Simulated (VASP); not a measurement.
# K (Im-3m) in VASP: a series of runs

The runs below take K through single point, with BLYP.

Everything below comes from runs of VASP 6.6.1. Logs are shortened: lines on timing, memory, paths and dates and some standing lists are left out, and cuts for length are marked.

**1. The cell of the first run**

The structure is cubic, space group Im-3m (No. 229). The conventional cell has a = 5.323 Å, b = 5.323 Å, c = 5.323 Å, α = 90.00°, β = 90.00°, γ = 90.00°.

**2. Single point, BLYP**

INCAR

```
  PREC = Accurate
  ENCUT = 520
  EDIFF = 1E-7
  ISMEAR = -1
  SIGMA = 0.1
  LREAL = False
  LASPH = True
  NELM = 60
  ALGO = Normal
  ISIF = 2
  LWAVE = False
  LCHARG = True
  GGA = B5
  ALDAX = 1.0
  AGGAX = 1.0
  AGGAC = 1.0
  ALDAC = 0.0
  LELF = True
  LVHAR = True
  NBANDS = 10
```

KPOINTS

```
regular mesh
0
Gamma
  9 9 9
```

POSCAR

```
K
1.0
   -2.6617055174      2.6617055174      2.6617055174
    2.6617055174     -2.6617055174      2.6617055174
    2.6617055174      2.6617055174     -2.6617055174
K
1
Direct
    0.0000000000      0.0000000000      0.0000000000
```

Potentials or basis: VASP PAW PBE potentials, release 64 (K_sv).

The run is started by

```console
cat potpaw_PBE.64/K_sv/POTCAR > POTCAR
mpirun -np 1 vasp_std > vasp.out
```

OUTCAR:

```text
PREC = Accurate
   ENCUT = 520
   EDIFF = 1E-7
   ISMEAR = -1
   LREAL = False
   LASPH = True
   NELM = 60
   ISIF = 2
   GGA = B5

 ion  position               nearest neighbor table
   1  0.000  0.000  0.000-

  LATTYP: Found a body centered cubic cell.
 ALAT       =     5.3234110348

  Lattice vectors:

 A1 = (  -2.6617055174,   2.6617055174,   2.6617055174)
 A2 = (   2.6617055174,  -2.6617055174,   2.6617055174)
 A3 = (   2.6617055174,   2.6617055174,  -2.6617055174)

Analysis of symmetry for initial positions (statically):
=====================================================================
 Subroutine PRICEL returns:
 Original cell was already a primitive cell.

 Routine SETGRP: Setting up the symmetry group for a
 body centered cubic supercell.

 Subroutine GETGRP returns: Found 48 space group operations
 (whereof 48 operations were pure point group operations)
 out of a pool of 48 trial point group operations.

The static configuration has the point symmetry O_h .

Analysis of symmetry for dynamics (positions and initial velocities):
=====================================================================
 Subroutine PRICEL returns:
 Original cell was already a primitive cell.

 Routine SETGRP: Setting up the symmetry group for a
 body centered cubic supercell.

 Subroutine GETGRP returns: Found 48 space group operations
 (whereof 48 operations were pure point group operations)
 out of a pool of 48 trial point group operations.

The dynamic configuration has the point symmetry O_h .

 Subroutine INISYM returns: Found 48 space group operations
 (whereof 48 operations are pure point group operations),
 and found     1 'primitive' translations

----------------------------------------------------------------------------------------

                                     Primitive cell

  volume of cell :      75.4293

  direct lattice vectors                    reciprocal lattice vectors
    -2.661705517  2.661705517  2.661705517     0.000000000  0.187849481  0.187849481
     2.661705517 -2.661705517  2.661705517     0.187849481  0.000000000  0.187849481
     2.661705517  2.661705517 -2.661705517     0.187849481  0.187849481  0.000000000

  length of vectors
     4.610209191  4.610209191  4.610209191     0.265659284  0.265659284  0.265659284

  position of ions in fractional coordinates (direct lattice)
     0.000000000  0.000000000  0.000000000

  ion indices of the primitive-cell ions
   primitive index   ion index
                 1           1

----------------------------------------------------------------------------------------

 KPOINTS: regular mesh

Automatic generation of k-mesh.
 Grid dimensions read from file:
 generate k-points for:    9    9    9

 Generating k-lattice:

  Cartesian coordinates                     Fractional coordinates (reciprocal lattice)
     0.000000000  0.020872165  0.020872165     0.111111111  0.000000000  0.000000000
     0.020872165  0.000000000  0.020872165     0.000000000  0.111111111  0.000000000
     0.020872165  0.020872165  0.000000000     0.000000000  0.000000000  0.111111111

  Length of vectors
     0.029517698  0.029517698  0.029517698

  Shift w.r.t. Gamma in fractional coordinates (k-lattice)
     0.000000000  0.000000000  0.000000000

 Subroutine IBZKPT returns following result:
 ===========================================

 Found     35 irreducible k-points:

 Following reciprocal coordinates:
            Coordinates               Weight
  0.000000  0.000000  0.000000      1.000000
  0.111111  0.000000  0.000000     12.000000
  0.222222  0.000000  0.000000     12.000000
  0.333333  0.000000  0.000000     12.000000
  0.444444  0.000000  0.000000     12.000000
  0.111111  0.111111  0.000000     24.000000
[... 16 lines left out ...]
 -0.333333  0.444444  0.111111     48.000000
 -0.444444 -0.444444  0.111111     24.000000
 [... further k-points ...]
   k-points           NKPTS =     35   k-points in BZ     NKDIM =     35   number of bands    NBANDS=     10
   number of dos      NEDOS =    301   number of ions     NIONS =      1
   total plane-waves  NPLWV =  46656
   dimension x,y,z NGX =    36 NGY =   36 NGZ =   36
   dimension x,y,z NGXF=    72 NGYF=   72 NGZF=   72
   ions per type =               1
   NGX,Y,Z   is equivalent  to a cutoff of  12.98, 12.98, 12.98 a.u.
   NGXF,Y,Z  is equivalent  to a cutoff of  25.96, 25.96, 25.96 a.u.
 SYSTEM =  unknown system
   PREC   = accura    normal or accurate (medium, high low for compatibility)
   ISTART =      0    job   : 0-new  1-cont  2-samecut
   ICHARG =      2    charge: 1-file 2-atom 10-const
   ISPIN  =      1    spin polarized calculation?
   LNONCOLLINEAR =      F non collinear calculations
   LSORBIT =      F    spin-orbit coupling
   LASPH  =      T    aspherical Exc in radial PAW
   ENCUT  =  520.0 eV  38.22 Ry    6.18 a.u.   8.57  8.57  8.57*2*pi/ulx,y,z
   NELM   =     60;   NELMIN=  2; NELMDL= -5     # of ELM steps
   EDIFF  = 0.1E-06   stopping-criterion for ELM
   LREAL  =      F    real-space projection
   EDIFFG = 0.1E-05   stopping-criterion for IOM
   NSW    =      0    number of steps for IOM
   IBRION =     -1    ionic relax: 0-MD 1-quasi-New 2-CG
   NFREE  =      0    steps in history (QN), initial steepest desc. (CG)
   ISIF   =      2    stress and relaxation
   ISYM   =      2    0-nonsym 1-usesym 2-fastsym
   POTIM  = 0.5000    time-step for ionic-motion
   TEBEG  =    0.0;   TEEND  =   0.0 temperature during run
   PSTRESS=    0.0 pullay stress
   NELECT =       9.0000    total number of electrons
   NUPDOWN=      -1.0000    fix difference up-down
   EMIN   =  10.00;   EMAX   =-10.00  energy-range for DOS
   EFERMI =   0.00;   METHOD = LEGACY
   ISMEAR =    -1;   SIGMA  =   0.10  broadening in eV -4-tet -1-fermi 0-gaus
   EFERMI_NEDOS =   21; number of points for ismear=-14 and -15
   IALGO  =     38    algorithm
   IMIX   =      4    mixing-type and parameters
     AMIX     =   0.40;   BMIX     =  1.00
     AMIX_MAG =   1.60;   BMIX_MAG =  1.00
  volume/ion in A,a.u.               =      75.43       509.02
  Fermi-wavevector in a.u.,A,eV,Ry     =   0.805952  1.523028  8.837774  0.649558
  Thomas-Fermi vector in A             =   1.914293
   LORBIT       =      0    0 simple, 1 ext, 2 COOP (PROOUT), +10 PAW based schemes
   GGA     = B5    functional components
   LHFCALC =     F    Hartree Fock is set to
   AEXX    =    0.0000 exact exchange contribution
   IVDW    =     0    specifies the selected vdW correction
   LEPSILON=     F    determine dielectric tensor
   LRPA    =     F    only Hartree local field effects (RPA)
 non-spin polarized calculation
  energy-cutoff  :      520.00
  volume of cell :       75.43
 maximum number of plane-waves:      2042
   NGX = 17   NGY = 17   NGZ = 17

 number of electron       9.0000001 magnetization

 Free energy of the ion-electron system (eV)
  ---------------------------------------------------
  ext. energy  EPLUGINS =         0.00000000
  ---------------------------------------------------
  free energy    TOTEN  =        -0.71765478 eV

  energy without entropy =       -0.69379603  energy(sigma->0) =       -0.70572541

 E-fermi :   0.2553     XC(G=0):  -5.2103

 val. band max:        0.1907839183   @ k =  -0.3333   0.4444   0.1111
 cond. band min:       0.2834369110   @ k =   0.4444   0.0000   0.0000
 fundamental gap:      0.0926529927
 Fermi energy:         0.2553112487

 k-point     1 :       0.0000    0.0000    0.0000
  band No.  band energies     occupation
      1     -32.0312      2.00000
      2     -15.5671      2.00000
      3     -15.5671      2.00000
      4     -15.5671      2.00000
      5      -1.8836      2.00000
      6       4.2642      0.00000
      7       4.2642      0.00000
      8       4.2642      0.00000
      9       5.1584      0.00000
     10       5.1584      0.00000

 k-point     2 :       0.1111    0.0000    0.0000
  band No.  band energies     occupation
      1     -32.0308      2.00000
      2     -15.5744      2.00000
      3     -15.5696      2.00000
      4     -15.5671      2.00000
      5      -1.7325      2.00000
      6       4.0598      0.00000
      7       4.1004      0.00000
      8       4.3829      0.00000
      9       4.9720      0.00000
     10       5.1379      0.00000

 k-point     3 :       0.2222    0.0000    0.0000
  band No.  band energies     occupation
      1     -32.0297      2.00000
      2     -15.5928      2.00000
      3     -15.5759      2.00000
      4     -15.5670      2.00000
      5      -1.2908      2.00000
      6       3.3216      0.00000
      7       3.7592      0.00000
      8       4.7328      0.00000
      9       4.9544      0.00000
     10       5.1400      0.00000

 k-point     4 :       0.3333    0.0000    0.0000
  band No.  band energies     occupation
      1     -32.0284      2.00000
      2     -15.6135      2.00000
      3     -15.5830      2.00000
      4     -15.5670      2.00000
      5      -0.5943      1.99959
      6       2.3645      0.00000
      7       3.4497      0.00000
      8       4.9748      0.00000
      9       5.2617      0.00000
     10       5.2956      0.00000
[... 222 lines left out ...]
 k-point    22 :      -0.4444    0.4444    0.1111
  band No.  band energies     occupation
      1     -32.0273      2.00000
      2     -15.6251      2.00000
      3     -15.5904      2.00000
      4     -15.5723      2.00000
      5       0.4172      0.33082
      6       1.4505      0.00001
      7       3.3209      0.00000
      8       4.2140      0.00000
      9       5.4020      0.00000
     10       6.0151      0.00000

 k-point    23 :      -0.3333    0.4444    0.1111
  band No.  band energies     occupation
      1     -32.0272      2.00000
      2     -15.6179      2.00000
      3     -15.5939      2.00000
      4     -15.5770      2.00000
      5       0.1908      1.31189
      6       2.0624      0.00000
      7       3.0051      0.00000
      8       4.2856      0.00000
      9       5.0313      0.00000
     10       5.6431      0.00000

 k-point    24 :      -0.4444   -0.4444    0.1111
  band No.  band energies     occupation
      1     -32.0268      2.00000
      2     -15.6228      2.00000
      3     -15.5973      2.00000
      4     -15.5770      2.00000
      5       1.0496      0.00071
      6       1.1882      0.00018
      7       2.8763      0.00000
      8       4.2053      0.00000
      9       5.2319      0.00000
     10       5.6792      0.00000

 [... further k-points ...]

------------------------ aborting loop because EDIFF is reached ----------------------------------------

  FORCE on cell =-STRESS in cart. coord.  units (eV):
  Direction    XX          YY          ZZ          XY          YZ          ZX
  --------------------------------------------------------------------------------------
  -------------------------------------------------------------------------------------
  Total        0.0021731      0.0021731      0.0021731     -0.0000000     -0.0000000      0.0000000
  in kB        0.0461584      0.0461584      0.0461584     -0.0000000     -0.0000000      0.0000000
  external PRESSURE =       0.0461584 kB  Pullay stress =       0.0000000 kB

 VOLUME and BASIS-vectors are now :
 -----------------------------------------------------------------------------
  energy-cutoff  :      520.00
  volume of cell :       75.43
      direct lattice vectors                 reciprocal lattice vectors
    -2.661705517  2.661705517  2.661705517     0.000000000  0.187849481  0.187849481
     2.661705517 -2.661705517  2.661705517     0.187849481  0.000000000  0.187849481
     2.661705517  2.661705517 -2.661705517     0.187849481  0.187849481  0.000000000

 POSITION                                       TOTAL-FORCE (eV/Angst)
 -----------------------------------------------------------------------------------
      0.00000      0.00000      0.00000         0.000000     -0.000000      0.000000
 -----------------------------------------------------------------------------------
    total drift:                               -0.000000      0.000000      0.000000

  FREE ENERGIE OF THE ION-ELECTRON SYSTEM (eV)
  ---------------------------------------------------
  free  energy   TOTEN  =        -0.7176547784 eV

  energy  without entropy=       -0.6937960324  energy(sigma->0) =       -0.70572541
```

It took 31 s on 1 thread of Intel Xeon Platinum 8488C (Sapphire Rapids), shared host; peak memory 0.2 GiB.

Results:

```yaml
Free_energy: -0.7177 eV
Pressure: 0.0 GPa
Band_gap_on_the_k_mesh: zero (an odd number of electrons rules out a gap without spin polarisation)
```

Caveat: the PAW data sets were made with another functional, which shifts forces and pressure a little.

**3. Single point, BLYP (66.38 Å³/atom)**

This run uses another cell than the first one, of 66.38 Å³/atom.

INCAR

```
SYSTEM = K
PREC = Accurate
ENCUT = 520
EDIFF = 1E-6
ISMEAR = -1
SIGMA = 0.1
LREAL = .False.
LASPH = .True.
NELM = 80
ALGO = Normal
ISIF = 2
LWAVE = .False.
LCHARG = .True.
GGA = B5
ALDAX = 1.0
AGGAX = 1.0
AGGAC = 1.0
ALDAC = 0.0
LELF = .True.
LVHAR = .True.
NBANDS = 10
```

KPOINTS

```
Automatic mesh
0
Gamma
  14 14 14
  0 0 0
```

POSCAR

```
K
1.0
   -2.5506697340      2.5506697340      2.5506697340
    2.5506697340     -2.5506697340      2.5506697340
    2.5506697340      2.5506697340     -2.5506697340
K
1
Direct
    0.0000000000      0.0000000000      0.0000000000
```

Potentials or basis: VASP PAW PBE potentials, release 64 (K_sv).

The run is started by

```console
cat potpaw_PBE.64/K_sv/POTCAR > POTCAR
mpirun -np 1 vasp_std > vasp.out
```

Run time: 55 s. Hardware: 1 thread of Intel Xeon Platinum 8488C (Sapphire Rapids), shared host; peak memory 0.23 GiB.

It converged, with:

```
Free energy            : -0.7016 eV
Pressure               : 0.5 GPa
Band gap on the k mesh : zero (an odd number of electrons rules out a gap without spin polarisation)
```

Levels at points of the mesh, in eV from the Fermi level:
```
           k point  band 2  band 3  band 4  band 5  band 6  band 7
(0.00, 0.00, 0.00)  -15.75  -15.75  -15.75   -2.32    4.13    4.13
(0.50, 0.00, 0.00)  -15.84  -15.78  -15.75    0.37    0.82    3.04
(0.50, 0.50, 0.50)  -15.81  -15.81  -15.81    1.58    1.58    3.76
```

Caveat: the PAW data sets were made with another functional, which shifts forces and pressure a little.

The gap in the log of VASP goes by the Fermi energy; the results here count the filled bands.